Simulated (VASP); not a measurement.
Input of a VASP 6.6.1 run:

INCAR

```
  PREC = Accurate
  ENCUT = 520
  EDIFF = 1E-7
  ISMEAR = -1
  SIGMA = 0.1
  LREAL = F
  LASPH = T
  NELM = 100
  ALGO = Normal
  ISIF = 2
  LWAVE = F
  LCHARG = F
  GGA = PS
  NBANDS = 12
```

KPOINTS

```
regular mesh
0
Gamma
  10 10 10
```

POSCAR

```
Au
1.0
    0.0000000000      2.0429998354      2.0429998354
    2.0429998354      0.0000000000      2.0429998354
    2.0429998354      2.0429998354      0.0000000000
Au
1
Direct
    0.0000000000      0.0000000000      0.0000000000
```

Potentials or basis: VASP PAW PBE potentials, release 64 (Au).

Launch:

```console
$ cat potpaw_PBE.64/Au/POTCAR > POTCAR
$ mpirun -np 1 vasp_std > vasp.out
```

(1) Predict the pressure.

Answers

(1) -0.3 GPa.

Caveat: the PAW data sets were made with another functional, which shifts forces and pressure a little.
